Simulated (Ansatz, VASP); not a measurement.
# Two plane-wave programs on Mg2Sn

Contents of INCAR:

```
SYSTEM = Mg2Sn
  PREC = Accurate
  ENCUT = 600
  EDIFF = 1E-7
  ISMEAR = -1
  SIGMA = 0.05
  LREAL = .FALSE.
  LASPH = .TRUE.
  NELM = 120
  ALGO = Normal
  ISIF = 3
  LWAVE = .FALSE.
  LCHARG = .FALSE.
  GGA = PS
  IBRION = 2
  NSW = 100
  EDIFFG = -0.002
  GGA_COMPAT = .FALSE.
  NELMIN = 4
```

Contents of KPOINTS:

```
regular mesh
0
G
  8 8 8
  0 0 0
```

POSCAR

```
Mg2Sn
1.0
    0.0000000000      3.3695000000      3.3695000000
    3.3695000000      0.0000000000      3.3695000000
    3.3695000000      3.3695000000      0.0000000000
Mg Sn
2 1
Direct
    0.2500000000      0.2500000000      0.2500000000
    0.7500000000      0.7500000000      0.7500000000
    0.0000000000      0.0000000000      0.0000000000
```

Input for Ansatz:

```yaml
crystal:
  lattice:
    - [0.0, 3.3695, 3.3695]
    - [3.3695, 0.0, 3.3695]
    - [3.3695, 3.3695, 0.0]
  atoms:
    - { symbol: Mg, position: [0.25, 0.25, 0.25] }
    - { symbol: Mg, position: [0.75, 0.75, 0.75] }
    - { symbol: Sn, position: [0.0, 0.0, 0.0] }
kpoints:
  mp_grid: { grid: [8, 8, 8] }
scf:
  occupations: { method: fermi_dirac, width: 0.05 }
hamiltonian:
  xc: pbesol
  pseudopotentials: { kind: paw }
relax:
  f_tol: 0.002
  max_steps: 80
  cell: {}
output:
  forces: true
  stress: true
  write_density: true
  write_potential: true
  elf: true
  volumetric_format: npy
```

Alike in both runs: task relaxation of cell and atoms; functional PBEsol; k mesh 8 × 8 × 8; occupations fermi-dirac, width 0.05 eV; no spin polarisation.

```csv
,VASP,Ansatz
version,VASP 6.6.1,Ansatz 0.2.0
potentials or method,"VASP PAW PBE potentials, release 64 (Mg, Sn_d)","PAW with Ansatz's default frozen-core files, scalar-relativistic"
plane-wave cutoff (eV),600,420
valence electrons in the cell,18,34
```

|  | VASP | Ansatz | Ansatz less VASP |
| --- | --- | --- | --- |
| relaxed volume (Å³/atom) | 25.52 | 25.59 | +0.066 |
| relaxed cell length with the largest relative difference (Å) | 4.766 | 4.771 | +0.0041 |

VASP's potentials were made for PBE, not for PBEsol. VASP's potentials hold 18 valence electrons a cell and Ansatz's 34, so a difference there can come from the potentials and not from the codes.
